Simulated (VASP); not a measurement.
# LiH (Fm-3m) in VASP: notebook, part 2 of 2

VASP 6.6.1. Earlier steps stand in the parts before.

## (3) Relaxation of cell and atoms, PBE

This run uses another cell than the first one, of 8.10 Å³/atom, 1.008 times its volume.

INCAR

```
SYSTEM = LiH
  PREC = Accurate
  ENCUT = 600
  EDIFF = 1E-6
  ISMEAR = 0
  SIGMA = 0.02
  LREAL = .FALSE.
  LASPH = .TRUE.
  NELM = 60
  ALGO = Normal
  ISIF = 3
  LWAVE = .FALSE.
  LCHARG = .FALSE.
  GGA = PE
  IBRION = 2
  NSW = 100
  EDIFFG = -0.005
```

KPOINTS

```
regular mesh
0
G
  10 10 10
  0 0 0
```

POSCAR

```
LiH
1.0
    0.0000000000      2.0086193919      2.0086193919
    2.0086193919      0.0000000000      2.0086193919
    2.0086193919      2.0086193919      0.0000000000
Li H
1 1
Direct
    0.0000000000      0.0000000000      0.0000000000
    0.5000000000      0.5000000000      0.5000000000
```

Potentials or basis: VASP PAW PBE potentials, release 64 (Li_sv, H).

Run with:

```console
> cat potpaw_PBE.64/Li_sv/POTCAR potpaw_PBE.64/H/POTCAR > POTCAR
> mpirun -np 1 vasp_std > vasp.out
```

OUTCAR:

```text
SYSTEM = LiH
   PREC = Accurate
   ENCUT = 600
   EDIFF = 1E-6
   ISMEAR = 0
   LREAL = .FALSE.
   LASPH = .TRUE.
   NELM = 60
   ISIF = 3
   GGA = PE
   IBRION = 2
   NSW = 100
   EDIFFG = -0.005

 ion  position               nearest neighbor table
   1  0.000  0.000  0.000-
   2  0.500  0.500  0.500-

  LATTYP: Found a face centered cubic cell.
 ALAT       =     4.0172387838

  Lattice vectors:

 A1 = (   0.0000000000,   2.0086193919,   2.0086193919)
 A2 = (   2.0086193919,   0.0000000000,   2.0086193919)
 A3 = (   2.0086193919,   2.0086193919,   0.0000000000)

Analysis of symmetry for initial positions (statically):
=====================================================================
 Subroutine PRICEL returns:
 Original cell was already a primitive cell.

 Routine SETGRP: Setting up the symmetry group for a
 face centered cubic supercell.

 Subroutine GETGRP returns: Found 48 space group operations
 (whereof 48 operations were pure point group operations)
 out of a pool of 48 trial point group operations.

The static configuration has the point symmetry O_h .

Analysis of symmetry for dynamics (positions and initial velocities):
=====================================================================
 Subroutine PRICEL returns:
 Original cell was already a primitive cell.

 Routine SETGRP: Setting up the symmetry group for a
 face centered cubic supercell.

 Subroutine GETGRP returns: Found 48 space group operations
 (whereof 48 operations were pure point group operations)
 out of a pool of 48 trial point group operations.

The dynamic configuration has the point symmetry O_h .

 Subroutine INISYM returns: Found 48 space group operations
 (whereof 48 operations are pure point group operations),
 and found     1 'primitive' translations

[... 124 lines left out ...]
   LRPA    =     F    only Hartree local field effects (RPA)
 conjugate gradient relaxation of ions
 non-spin polarized calculation
 Gauss-broadening in eV      SIGMA  =   0.02
  energy-cutoff  :      600.00
  volume of cell :       16.21
 maximum number of plane-waves:       552
   NGX = 11   NGY = 11   NGZ = 11

--------------------------------------- Ionic step        1  -------------------------------------------

 number of electron       3.9999995 magnetization

 Free energy of the ion-electron system (eV)
  ---------------------------------------------------
  ext. energy  EPLUGINS =         0.00000000
  ---------------------------------------------------
  free energy    TOTEN  =        -6.12709247 eV

  energy without entropy =       -6.12709247  energy(sigma->0) =       -6.12709247

------------------------ aborting loop because EDIFF is reached ----------------------------------------

  FORCE on cell =-STRESS in cart. coord.  units (eV):
  Direction    XX          YY          ZZ          XY          YZ          ZX
  --------------------------------------------------------------------------------------
  -------------------------------------------------------------------------------------
  Total       -0.0503990     -0.0503990     -0.0503990     -0.0000000     -0.0000000     -0.0000000
  in kB       -4.9820665     -4.9820665     -4.9820665     -0.0000000     -0.0000000     -0.0000000
  external PRESSURE =      -4.9820665 kB  Pullay stress =       0.0000000 kB
[... 59 lines left out ...]
--------------------------------------- Ionic step        3  -------------------------------------------

 number of electron       3.9999996 magnetization

 Free energy of the ion-electron system (eV)
  ---------------------------------------------------
  ext. energy  EPLUGINS =         0.00000000
  ---------------------------------------------------
  free energy    TOTEN  =        -6.12744524 eV

  energy without entropy =       -6.12744524  energy(sigma->0) =       -6.12744524

 E-fermi :   0.3352     XC(G=0):  -8.5365

 val. band max:        0.1254086557   @ k =   0.5000   0.5000   0.0000
 cond. band min:       3.0987840188   @ k =   0.5000   0.5000   0.0000
 fundamental gap:      2.9733753631
 Fermi energy:         0.3351884474

 k-point     1 :       0.0000    0.0000    0.0000
  band No.  band energies     occupation
      1     -44.1546      2.00000
      2      -5.3362      2.00000
      3      16.3060      0.00000
      4      18.0915      0.00000
      5      18.0915      0.00000
      6      18.0915      0.00000
[... 199 lines left out ...]
 k-point    24 :       0.4000    0.3000    0.0000
  band No.  band energies     occupation
      1     -44.1044      2.00000
      2      -2.2081      2.00000
      3       6.8354      0.00000
      4      10.6348      0.00000
      5      11.9669      0.00000
      6      16.4217      0.00000

 [... further k-points ...]

------------------------ aborting loop because EDIFF is reached ----------------------------------------

  FORCE on cell =-STRESS in cart. coord.  units (eV):
  Direction    XX          YY          ZZ          XY          YZ          ZX
  --------------------------------------------------------------------------------------
  -------------------------------------------------------------------------------------
  Total       -0.0004104     -0.0004104     -0.0004104      0.0000000     -0.0000000      0.0000000
  in kB       -0.0411338     -0.0411338     -0.0411338      0.0000000     -0.0000000      0.0000000
  external PRESSURE =      -0.0411338 kB  Pullay stress =       0.0000000 kB
[... 17 lines left out ...]
  FREE ENERGIE OF THE ION-ELECTRON SYSTEM (eV)
  ---------------------------------------------------
  free  energy   TOTEN  =        -6.1274452421 eV

  energy  without entropy=       -6.1274452421  energy(sigma->0) =       -6.12744524

 reached required accuracy - stopping structural energy minimisation
```

CONTCAR:

```text
LiH
   1.00000000000000
    -0.0000000000000000    1.9993120556344919    1.9993120556344919
     1.9993120556344919    0.0000000000000000    1.9993120556344919
     1.9993120556344919    1.9993120556344919   -0.0000000000000000
  Li              H
     1     1
Direct
     0.0000000000000000    0.0000000000000000    0.0000000000000000
     0.5000000000000000    0.5000000000000000    0.5000000000000000

  0.00000000E+00  0.00000000E+00  0.00000000E+00
  0.00000000E+00  0.00000000E+00  0.00000000E+00
```

It took 3.6 s on 1 thread of Intel Xeon 6975P-C (Granite Rapids), shared host; peak memory 0.12 GiB.

What came out:

- Free energy: -6.1274 eV
- Relaxed volume: 7.99 Å³/atom
- Relaxed cell: a = 2.827 Å, b = 2.827 Å, c = 2.827 Å, α = 60.00°, β = 60.00°, γ = 60.00°
- Space group after relaxing (to 0.05 Å): Fm-3m (No. 225)
- Energy gained by relaxing: 0.2 meV/atom
- Ionic steps: 3
- Pressure after relaxing: 0.0 GPa
- Band gap on the k mesh: 2.97 eV, direct

Step by step:
```tsv
step	energy change (eV)	largest force (eV/Å)	pressure (GPa)	volume (Å³)
1	0.0000	0.0000	-0.50	16.21
2	-0.0002	0.0000	-0.37	16.15
3	-0.0004	0.0000	0.00	15.98
```

Final structure:
```cif
data_structure
_symmetry_space_group_name_H-M 'P 1'
_symmetry_Int_Tables_number 1
_cell_length_a 2.8275
_cell_length_b 2.8275
_cell_length_c 2.8275
_cell_angle_alpha 60.000
_cell_angle_beta 60.000
_cell_angle_gamma 60.000
_cell_volume 15.98
loop_
_atom_site_label
_atom_site_type_symbol
_atom_site_fract_x
_atom_site_fract_y
_atom_site_fract_z
_atom_site_occupancy
Li1 Li 0.00000 0.00000 0.00000 1
H1 H 0.50000 0.50000 0.50000 1
```

Caveat: the cutoff is under 1.25 times the usual one of these potentials, so pressure, stress and relaxed cells hold a basis-set (Pulay) error. A k mesh can miss the band edges.

## (4) Single point, PBE

This run uses another cell than the first one: it holds 32 atoms, not 2.

INCAR

```
PREC = Accurate ; ENCUT = 520
EDIFF = 1E-7 ; ISMEAR = 0
SIGMA = 0.01 ; LREAL = Auto
LASPH = True ; NELM = 60
ALGO = Normal ; ISIF = 2
LWAVE = False ; LCHARG = True
GGA = PE ; LELF = True
LVHAR = True ; NBANDS = 54
```

KPOINTS

```
Automatic mesh
0
Gamma
  2 2 2
  0.5 0.5 0.5
```

POSCAR

```
LiH
1.0
    4.0071000521     -4.0071000521     -4.0071000521
   -4.0071000521      4.0071000521     -4.0071000521
    4.0071000521      4.0071000521      4.0071000521
Li H
16 16
Direct
    0.5000000000      0.2500000000      0.2500000000
    0.5000000000      0.0000000000      0.5000000000
    0.2500000000      0.5000000000      0.2500000000
    0.5000000000      0.7500000000      0.7500000000
    0.2500000000      0.2500000000      0.5000000000
    0.5000000000      0.5000000000      0.0000000000
    0.2500000000      0.0000000000      0.7500000000
    0.0000000000      0.7500000000      0.2500000000
    0.0000000000      0.5000000000      0.5000000000
    0.2500000000      0.7500000000      0.0000000000
    0.7500000000      1.0000000000      0.2500000000
    0.0000000000      0.2500000000      0.7500000000
    0.0000000000      0.0000000000      0.0000000000
    0.7500000000      0.7500000000      0.5000000000
    0.7500000000      0.5000000000      0.7500000000
    0.7500000000      0.2500000000      0.0000000000
    0.7500000000      0.2500000000      0.5000000000
    0.7500000000      0.0000000000      0.7500000000
    0.5000000000      0.5000000000      0.5000000000
    0.7500000000      0.7500000000      0.0000000000
    0.5000000000      0.2500000000      0.7500000000
    0.7500000000      0.5000000000      0.2500000000
    0.5000000000      0.0000000000      0.0000000000
    0.2500000000      0.7500000000      0.5000000000
    0.2500000000      0.5000000000      0.7500000000
    0.5000000000      0.7500000000      0.2500000000
    0.0000000000      0.0000000000      0.5000000000
    0.2500000000      0.2500000000      0.0000000000
    0.2500000000      0.0000000000      0.2500000000
    0.0000000000      0.7500000000      0.7500000000
    0.0000000000      0.5000000000      0.0000000000
    0.0000000000      0.2500000000      0.2500000000
```

Potentials or basis: VASP PAW PBE potentials, release 64 (Li_sv, H).

Run with:

```console
> cat potpaw_PBE.64/Li_sv/POTCAR potpaw_PBE.64/H/POTCAR > POTCAR
> mpirun -np 1 vasp_std > vasp.out
```

OUTCAR:

```text
PREC = Accurate
   ENCUT = 520
   EDIFF = 1E-7
   ISMEAR = 0
   LREAL = Auto
   LASPH = True
   NELM = 60
   ISIF = 2
   GGA = PE

 ion  position               nearest neighbor table
   1  0.500  0.250  0.250-
   2  0.500  0.000  0.500-
   3  0.250  0.500  0.250-
   4  0.500  0.750  0.750-
   5  0.250  0.250  0.500-
   6  0.500  0.500  0.000-
[... 24 lines left out ...]
  31  0.000  0.500  0.000-
  32  0.000  0.250  0.250-

  LATTYP: Found a body centered cubic cell.
 ALAT       =     8.0142001042

  Lattice vectors:

 A1 = (   4.0071000521,  -4.0071000521,  -4.0071000521)
 A2 = (  -4.0071000521,   4.0071000521,  -4.0071000521)
 A3 = (   4.0071000521,   4.0071000521,   4.0071000521)

Analysis of symmetry for initial positions (statically):
=====================================================================
 Subroutine PRICEL returns following result:

  LATTYP: Found a face centered cubic cell.
 ALAT       =     4.0071000521

  Lattice vectors:

 A1 = (  -2.0035500261,   2.0035500261,   0.0000000000)
 A2 = (  -2.0035500261,   0.0000000000,   2.0035500261)
 A3 = (  -0.0000000000,   2.0035500261,   2.0035500261)

  16 primitive cells build up your supercell.

 Routine SETGRP: Setting up the symmetry group for a
 body centered cubic supercell.

 Subroutine GETGRP returns: Found 48 space group operations
 (whereof 48 operations were pure point group operations)
 out of a pool of 48 trial point group operations.

The static configuration has the point symmetry O_h .

Analysis of symmetry for dynamics (positions and initial velocities):
=====================================================================
 Subroutine PRICEL returns following result:

[... 121 lines left out ...]
   LHFCALC =     F    Hartree Fock is set to
   AEXX    =    0.0000 exact exchange contribution
   IVDW    =     0    specifies the selected vdW correction
   LEPSILON=     F    determine dielectric tensor
   LRPA    =     F    only Hartree local field effects (RPA)
 non-spin polarized calculation
 Gauss-broadening in eV      SIGMA  =   0.01
  energy-cutoff  :      520.00
  volume of cell :      257.37
 maximum number of plane-waves:      6927
 NGX is ok and might be reduce to    54

 number of electron      64.0000025 magnetization

 Free energy of the ion-electron system (eV)
  ---------------------------------------------------
  ext. energy  EPLUGINS =         0.00000000
  ---------------------------------------------------
  free energy    TOTEN  =       -97.97505425 eV

  energy without entropy =      -97.97505425  energy(sigma->0) =      -97.97505425

 E-fermi :   0.0414     XC(G=0):  -8.5126

 val. band max:       -0.0155560264   @ k =  -0.2500   0.2500   0.2500
 cond. band min:       3.6514902827   @ k =  -0.2500   0.2500   0.2500
 fundamental gap:      3.6670463091
 Fermi energy:         0.0414213703

 k-point     1 :       0.2500    0.2500    0.2500
  band No.  band energies     occupation
      1     -44.1732      2.00000
      2     -44.1732      2.00000
      3     -44.1732      2.00000
      4     -44.1732      2.00000
      5     -44.1429      2.00000
      6     -44.1429      2.00000
[... 36 lines left out ...]
     43       5.5443      0.00000
     44       5.5443      0.00000

 k-point     2 :      -0.2500    0.2500    0.2500
  band No.  band energies     occupation
      1     -44.1874      2.00000
      2     -44.1612      2.00000
      3     -44.1612      2.00000
      4     -44.1612      2.00000
      5     -44.1612      2.00000
      6     -44.1501      2.00000
[... 36 lines left out ...]
     43       5.9822      0.00000
     44       6.6707      0.00000
 [bands above 44 left out]

------------------------ aborting loop because EDIFF is reached ----------------------------------------

  FORCE on cell =-STRESS in cart. coord.  units (eV):
  Direction    XX          YY          ZZ          XY          YZ          ZX
  --------------------------------------------------------------------------------------
  -------------------------------------------------------------------------------------
  Total       -0.2135660     -0.2135660     -0.2135660     -0.0000000     -0.0000000      0.0000000
  in kB       -1.3295114     -1.3295114     -1.3295114     -0.0000000     -0.0000000      0.0000000
  external PRESSURE =      -1.3295114 kB  Pullay stress =       0.0000000 kB

 VOLUME and BASIS-vectors are now :
 -----------------------------------------------------------------------------
  energy-cutoff  :      520.00
  volume of cell :      257.37
      direct lattice vectors                 reciprocal lattice vectors
     4.007100052 -4.007100052 -4.007100052     0.124778517  0.000000000 -0.124778517
    -4.007100052  4.007100052 -4.007100052     0.000000000  0.124778517 -0.124778517
     4.007100052  4.007100052  4.007100052     0.124778517  0.124778517  0.000000000

 POSITION                                       TOTAL-FORCE (eV/Angst)
 -----------------------------------------------------------------------------------
      2.00355      0.00000     -2.00355        -0.000000      0.000000     -0.000000
      4.00710      0.00000      0.00000         0.000000     -0.000000      0.000000
      0.00000      2.00355     -2.00355        -0.000000      0.000000     -0.000000
      2.00355      4.00710     -2.00355         0.000000     -0.000000      0.000000
      2.00355      2.00355      0.00000        -0.000000      0.000000     -0.000000
      0.00000      0.00000     -4.00710         0.000000      0.000000      0.000000
[... 24 lines left out ...]
     -2.00355      2.00355     -2.00355         0.000000     -0.000000      0.000000
      0.00000      2.00355      0.00000         0.000000      0.000000      0.000000
 -----------------------------------------------------------------------------------
    total drift:                               -0.000000      0.000000     -0.000000

  FREE ENERGIE OF THE ION-ELECTRON SYSTEM (eV)
  ---------------------------------------------------
  free  energy   TOTEN  =       -97.9750542505 eV

  energy  without entropy=      -97.9750542505  energy(sigma->0) =      -97.97505425
```

OSZICAR:

```text
N       E                     dE             d eps       ncg     rms          rms(c)
DAV:   1     0.386637685459E+03    0.38664E+03   -0.24677E+04   216   0.125E+03
DAV:   2    -0.215458305556E+02   -0.40818E+03   -0.36404E+03   232   0.339E+02
DAV:   3    -0.921758898284E+02   -0.70630E+02   -0.70030E+02   384   0.905E+01
DAV:   4    -0.100899811049E+03   -0.87239E+01   -0.86554E+01   330   0.414E+01
DAV:   5    -0.101851117120E+03   -0.95131E+00   -0.95107E+00   320   0.964E+00    0.116E+01
DAV:   6    -0.988899693791E+02    0.29611E+01   -0.18386E+00   280   0.504E+00    0.594E+00
DAV:   7    -0.978888636223E+02    0.10011E+01   -0.26681E+00   320   0.445E+00    0.946E-01
DAV:   8    -0.979751646539E+02   -0.86301E-01   -0.64518E-01   320   0.215E+00    0.560E-01
DAV:   9    -0.979727816298E+02    0.23830E-02   -0.97644E-03   288   0.345E-01    0.431E-01
DAV:  10    -0.979728775684E+02   -0.95939E-04   -0.71837E-03   288   0.398E-01    0.442E-01
DAV:  11    -0.979748035410E+02   -0.19260E-02   -0.88244E-04   256   0.182E-01    0.147E-01
DAV:  12    -0.979750146607E+02   -0.21112E-03   -0.42540E-04   352   0.886E-02    0.322E-02
DAV:  13    -0.979750515820E+02   -0.36921E-04   -0.99014E-05   336   0.347E-02    0.441E-03
DAV:  14    -0.979750557446E+02   -0.41626E-05   -0.53415E-06   328   0.939E-03    0.552E-03
DAV:  15    -0.979750542989E+02    0.14458E-05   -0.36717E-07   232   0.351E-03    0.502E-04
DAV:  16    -0.979750542505E+02    0.48322E-07   -0.45642E-07   264   0.227E-03
   1 F= -.97975054E+02 E0= -.97975054E+02  d E =-.670453E-16
```

Wall time 85 s (1 thread of Intel Xeon Platinum 8259CL at 2.50GHz (Skylake/Cascade Lake), shared host); peak memory 0.35 GiB.

What came out:

```
Free energy            : -97.9751 eV
Band gap on the k mesh : 3.67 eV
```

Caveat: the k points lie up to 0.55 Å⁻¹ apart; the cutoff is under 1.25 times the usual one of these potentials, so pressure, stress and relaxed cells hold a basis-set (Pulay) error. A k mesh can miss the band edges.

## (5) The runs side by side

```tsv
task	cell	k mesh	cutoff (eV)	smearing	gap on the mesh (eV)
single point	a = 2.833 Å, angles 60.0°, 2 atoms	10 × 10 × 10	520	gaussian 0.02 eV	2.98
relaxation of cell and atoms	relaxed from a = 2.841 Å, angles 60.0°, 2 atoms	10 × 10 × 10	600	gaussian 0.02 eV	2.97
single point	a = 6.941 Å, angles 109.5°, 32 atoms	2 × 2 × 2, shifted	520	gaussian 0.01 eV	3.67
```

Alike in all rows: level PBE; potentials or basis VASP PAW PBE potentials, release 64 (Li_sv, H); no spin polarisation.

Caveats: some runs use coarse meshes; the cutoff is under 1.25 times the usual one of these potentials, so pressure, stress and relaxed cells hold a basis-set (Pulay) error.

Total energies depend on the potentials used, so only differences within one code and one set of settings carry meaning.
